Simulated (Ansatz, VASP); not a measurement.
**One calculation of CsBe3Ag, two programs**

```
CELL_PARAMETERS angstrom
4.41971 0.00000 0.00000
0.00000 6.49804 0.00000
0.00000 0.00000 6.72090
ATOMIC_POSITIONS crystal
Cs 0.50000 0.50000 0.50000
Be 0.50000 0.33871 0.00000
Be 0.50000 0.66129 0.00000
Be 0.00000 0.00000 0.00000
Ag 0.50000 0.00000 0.00000
```

Alike in both runs: functional PBE; k mesh 8 × 6 × 6; occupations gaussian, width 0.1 eV; no spin polarisation.

Ansatz relaxed the structure, and its values are those at the end. VASP's run is a single point on that final structure, the one shown.

```csv
,VASP,Ansatz
version,VASP 6.6.1,Ansatz 0.2.0
potentials or method,"VASP PAW PBE potentials, release 64 (Cs_sv, Be, Ag), cutoff 520 eV","scalar-relativistic, plane waves, PAW"
valence electrons in the cell,26,34
```

|  | VASP | Ansatz | Ansatz less VASP |
| --- | --- | --- | --- |
| gap on the k mesh at the Fermi level (eV) | none | none | - |
| pressure (GPa) | 0.0 | 0.0 | -0.01 |

A gap of «none» marks a metal or a gap that the smearing closes. The functional is the same, so the differences come from potentials, cutoffs and numerics. VASP's potentials hold 26 valence electrons a cell and Ansatz's 34, so a difference there can come from the potentials and not from the codes.

Neither program's run includes spin-orbit coupling.
